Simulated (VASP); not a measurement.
# TiTe2 (P-3m1) in VASP: single point with PBEsol

Aim: the single point of TiTe2 with PBEsol.

Program: VASP 6.6.1. These are calculated values, not measurements. Logs are shortened: lines on timing, memory, paths and dates and some standing lists are left out, and cuts for length are marked.

### 1 The cell of the first run

It takes space group P-3m1 (No. 164, trigonal). The conventional cell has a = 3.777 Å, b = 3.777 Å, c = 6.498 Å, α = 90.00°, β = 90.00°, γ = 120.00°. Within 3.7 Å of Ti (site symmetry -3m) lie 6 Te at 2.77 Å. Te (site symmetry 3m) has 3 Ti at 2.77 Å within 3.7 Å.

### 2 Single point, PBEsol

Contents of INCAR:

```
SYSTEM = TiTe2
PREC = Accurate
ENCUT = 520
EDIFF = 1E-6
ISMEAR = 0
SIGMA = 0.15
LREAL = .FALSE.
LASPH = .TRUE.
NELM = 60
ALGO = Normal
ISIF = 2
LWAVE = .FALSE.
LCHARG = .FALSE.
GGA = PS
NBANDS = 19
```

Contents of KPOINTS:

```
regular mesh
0
G
  18 18 8
  0 0 0
```

Contents of POSCAR:

```
TiTe2
1.0
    3.7770008876      0.0000000000      0.0000000000
   -1.8885004438      3.2709787188      0.0000000000
    0.0000000000      0.0000000000      6.4980000000
Ti Te
1 2
Direct
    0.0000000000      0.0000000000      0.0000000000
    0.6666666667      0.3333333333      0.2628000000
    0.3333333333      0.6666666667      0.7372000000
```

Potentials or basis: VASP PAW PBE potentials, release 64 (Ti_sv, Te).

Run with:

```sh
cat potpaw_PBE.64/Ti_sv/POTCAR potpaw_PBE.64/Te/POTCAR > POTCAR
mpirun -np 1 vasp_std > vasp.out
```

OUTCAR:

```text
SYSTEM = TiTe2
   PREC = Accurate
   ENCUT = 520
   EDIFF = 1E-6
   ISMEAR = 0
   LREAL = .FALSE.
   LASPH = .TRUE.
   NELM = 60
   ISIF = 2
   GGA = PS

 ion  position               nearest neighbor table
   1  0.000  0.000  0.000-   2 2.77   3 2.77   2 2.77   3 2.77   2 2.77   3 2.77
   2  0.667  0.333  0.263-   1 2.77   1 2.77   1 2.77
   3  0.333  0.667  0.737-   1 2.77   1 2.77   1 2.77

  LATTYP: Found a hexagonal cell.
 ALAT       =     3.7770008876
 C/A-ratio  =     1.7204126219

  Lattice vectors:

 A1 = (   3.7770008876,   0.0000000000,   0.0000000000)
 A2 = (  -1.8885004438,   3.2709787188,   0.0000000000)
 A3 = (   0.0000000000,   0.0000000000,   6.4980000000)

Analysis of symmetry for initial positions (statically):
=====================================================================
 Subroutine PRICEL returns:
 Original cell was already a primitive cell.

 Routine SETGRP: Setting up the symmetry group for a
 hexagonal supercell.

 Subroutine GETGRP returns: Found 12 space group operations
 (whereof 12 operations were pure point group operations)
 out of a pool of 24 trial point group operations.

The static configuration has the point symmetry D_3d.

Analysis of symmetry for dynamics (positions and initial velocities):
=====================================================================
 Subroutine PRICEL returns:
 Original cell was already a primitive cell.

 Routine SETGRP: Setting up the symmetry group for a
 hexagonal supercell.

 Subroutine GETGRP returns: Found 12 space group operations
 (whereof 12 operations were pure point group operations)
 out of a pool of 24 trial point group operations.

The dynamic configuration has the point symmetry D_3d.

 Subroutine INISYM returns: Found 12 space group operations
 (whereof 12 operations are pure point group operations),
 and found     1 'primitive' translations

----------------------------------------------------------------------------------------

                                     Primitive cell

  volume of cell :      80.2795

  direct lattice vectors                    reciprocal lattice vectors
     3.777000888  0.000000000  0.000000000     0.264760330  0.152859448  0.000000000
    -1.888500444  3.270978719  0.000000000     0.000000000  0.305718895  0.000000000
     0.000000000  0.000000000  6.498000000     0.000000000  0.000000000  0.153893506

[... 77 lines left out ...]
   ISTART =      0    job   : 0-new  1-cont  2-samecut
   ICHARG =      2    charge: 1-file 2-atom 10-const
   ISPIN  =      1    spin polarized calculation?
   LNONCOLLINEAR =      F non collinear calculations
   LSORBIT =      F    spin-orbit coupling
   LASPH  =      T    aspherical Exc in radial PAW
   ENCUT  =  520.0 eV  38.22 Ry    6.18 a.u.   7.02  7.02 12.08*2*pi/ulx,y,z
   NELM   =     60;   NELMIN=  2; NELMDL= -5     # of ELM steps
   EDIFF  = 0.1E-05   stopping-criterion for ELM
   LREAL  =      F    real-space projection
   EDIFFG = 0.1E-04   stopping-criterion for IOM
   NSW    =      0    number of steps for IOM
   IBRION =     -1    ionic relax: 0-MD 1-quasi-New 2-CG
   NFREE  =      0    steps in history (QN), initial steepest desc. (CG)
   ISIF   =      2    stress and relaxation
   ISYM   =      2    0-nonsym 1-usesym 2-fastsym
   POTIM  = 0.5000    time-step for ionic-motion
   TEBEG  =    0.0;   TEEND  =   0.0 temperature during run
   PSTRESS=    0.0 pullay stress
   NELECT =      24.0000    total number of electrons
   NUPDOWN=      -1.0000    fix difference up-down
   EMIN   =  10.00;   EMAX   =-10.00  energy-range for DOS
   EFERMI =   0.00;   METHOD = LEGACY
   ISMEAR =     0;   SIGMA  =   0.15  broadening in eV -4-tet -1-fermi 0-gaus
   EFERMI_NEDOS =   21; number of points for ismear=-14 and -15
   IALGO  =     38    algorithm
   IMIX   =      4    mixing-type and parameters
     AMIX     =   0.40;   BMIX     =  1.00
     AMIX_MAG =   1.60;   BMIX_MAG =  1.00
  volume/ion in A,a.u.               =      26.76       180.58
  Fermi-wavevector in a.u.,A,eV,Ry     =   1.094655  2.068597 16.303433  1.198269
  Thomas-Fermi vector in A             =   2.230963
   LORBIT       =      0    0 simple, 1 ext, 2 COOP (PROOUT), +10 PAW based schemes
   GGA     = PS    functional components
   LHFCALC =     F    Hartree Fock is set to
   AEXX    =    0.0000 exact exchange contribution
   IVDW    =     0    specifies the selected vdW correction
   LEPSILON=     F    determine dielectric tensor
   LRPA    =     F    only Hartree local field effects (RPA)
 non-spin polarized calculation
 Gauss-broadening in eV      SIGMA  =   0.15
  energy-cutoff  :      520.00
  volume of cell :       80.28
 maximum number of plane-waves:      2183
   NGX = 13   NGY = 13   NGZ = 25

 number of electron      23.9999998 magnetization

 Free energy of the ion-electron system (eV)
  ---------------------------------------------------
  ext. energy  EPLUGINS =         0.00000000
  ---------------------------------------------------
  free energy    TOTEN  =       -17.51853709 eV

  energy without entropy =      -17.50193279  energy(sigma->0) =      -17.51023494

 E-fermi :   6.6996     XC(G=0): -10.0049

 val. band max:        6.6969497364   @ k =   0.3333   0.0556   0.3750
 cond. band min:       6.7016840501   @ k =   0.4444  -0.0000   0.0000
 fundamental gap:      0.0047343137
 Fermi energy:         6.6996339714

 k-point     1 :       0.0000    0.0000    0.0000
  band No.  band energies     occupation
      1     -50.5556      2.00000
      2     -26.9143      2.00000
      3     -26.9143      2.00000
      4     -26.8737      2.00000
      5      -5.7365      2.00000
      6      -4.2280      2.00000
[... 505 lines left out ...]
      6      -3.7036      2.00000
[... 11 lines left out ...]
     18      11.9241      0.00000
     19      12.8656      0.00000

 [... further k-points ...]
[... 5 lines left out ...]
  --------------------------------------------------------------------------------------
  -------------------------------------------------------------------------------------
  Total       -1.2857334     -1.2857334     -0.7809062      0.0000000      0.0000000      0.0000000
  in kB      -25.6600197    -25.6600197    -15.5849334      0.0000000      0.0000000      0.0000000
  external PRESSURE =     -22.3016576 kB  Pullay stress =       0.0000000 kB

 VOLUME and BASIS-vectors are now :
 -----------------------------------------------------------------------------
  energy-cutoff  :      520.00
  volume of cell :       80.28
      direct lattice vectors                 reciprocal lattice vectors
     3.777000888  0.000000000  0.000000000     0.264760330  0.152859448  0.000000000
    -1.888500444  3.270978719  0.000000000     0.000000000  0.305718895  0.000000000
     0.000000000  0.000000000  6.498000000     0.000000000  0.000000000  0.153893506

 POSITION                                       TOTAL-FORCE (eV/Angst)
 -----------------------------------------------------------------------------------
      0.00000      0.00000      0.00000        -0.000000      0.000000      0.000000
      1.88850      1.09033      1.70767         0.000000      0.000000     -0.094272
     -0.00000      2.18065      4.79033         0.000000     -0.000000      0.094272
 -----------------------------------------------------------------------------------
    total drift:                                0.000000     -0.000000      0.000000

  FREE ENERGIE OF THE ION-ELECTRON SYSTEM (eV)
  ---------------------------------------------------
  free  energy   TOTEN  =       -17.5185370891 eV

  energy  without entropy=      -17.5019327880  energy(sigma->0) =      -17.51023494
```

OSZICAR:

```text
N       E                     dE             d eps       ncg     rms          rms(c)
DAV:   1     0.176174561268E+03    0.17617E+03   -0.10761E+04 10108   0.117E+03
DAV:   2    -0.361727701884E+01   -0.17979E+03   -0.17505E+03 10653   0.297E+02
DAV:   3    -0.193291143321E+02   -0.15712E+02   -0.15342E+02 15200   0.825E+01
DAV:   4    -0.199037447156E+02   -0.57463E+00   -0.57211E+00 13401   0.147E+01
DAV:   5    -0.199238792799E+02   -0.20135E-01   -0.20126E-01 14290   0.266E+00    0.123E+01
DAV:   6    -0.199228324565E+02    0.10468E-02   -0.38148E+01 11261   0.384E+01    0.143E+01
DAV:   7    -0.178083267512E+02    0.21145E+01   -0.31745E+01 12757   0.324E+01    0.543E+00
DAV:   8    -0.175225484942E+02    0.28578E+00   -0.15822E+00 11954   0.854E+00    0.175E+00
DAV:   9    -0.175432138861E+02   -0.20665E-01   -0.27551E-01 13536   0.322E+00    0.167E+00
DAV:  10    -0.175236034512E+02    0.19610E-01   -0.32622E-01 12021   0.384E+00    0.873E-01
DAV:  11    -0.175186276283E+02    0.49758E-02   -0.38375E-02 11760   0.136E+00    0.365E-01
DAV:  12    -0.175187646482E+02   -0.13702E-03   -0.32403E-03 12181   0.388E-01    0.267E-01
DAV:  13    -0.175185450970E+02    0.21955E-03   -0.80363E-04 12271   0.197E-01    0.550E-02
DAV:  14    -0.175185487211E+02   -0.36241E-05   -0.20768E-05 11663   0.357E-02    0.450E-02
DAV:  15    -0.175185423031E+02    0.64180E-05   -0.71506E-06 11072   0.204E-02    0.295E-02
DAV:  16    -0.175185368286E+02    0.54744E-05   -0.28240E-05 13109   0.329E-02    0.199E-03
DAV:  17    -0.175185370891E+02   -0.26050E-06   -0.51483E-07  6650   0.608E-03
   1 F= -.17518537E+02 E0= -.17510235E+02  d E =-.166043E-01
```

stdout:

```text
POSCAR found type information on POSCAR TiTe
 POSCAR found :  2 types and       3 ions
 scaLAPACK will be used
 -----------------------------------------------------------------------------
|                                                                             |
|                                                                             |
|     You enforced a specific xc type in the INCAR file but a different       |
|     I HOPE YOU KNOW WHAT YOU ARE DOING!                                     |
|                                                                             |
 -----------------------------------------------------------------------------

 LDA part: xc-table for (Slater+PW92), standard interpolation
 POSCAR, INCAR and KPOINTS ok, starting setup
 FFT: planning ... GRIDC
 FFT: planning ... GRID_SOFT
 FFT: planning ... GRID
 WAVECAR not read
 entering main loop
```

It took 6.2 min on 1 thread of Intel Xeon Platinum 8259CL at 2.50GHz (Skylake/Cascade Lake), shared host; peak memory 0.49 GiB.

What came out:

- Free energy: -17.5185 eV
- Pressure: -2.2 GPa
- Largest force: 0.094 eV/Å
- Band gap on the k mesh: zero (band 12 reaches 7.07 eV, above the bottom of band 13 at 6.39 eV)

Forces in eV/Å, atoms in the order of the input:
```
Ti   0.000  0.000  0.000
Te   0.000  0.000 -0.094
Te   0.000  0.000  0.094
```

Caveat: the PAW data sets were made with another functional, which shifts forces and pressure a little; spin-orbit coupling is left out, which moves the levels of the heavy elements; this functional lacks dispersion, which binds the layers, so the pressure and a relaxed spacing across them are unreliable.
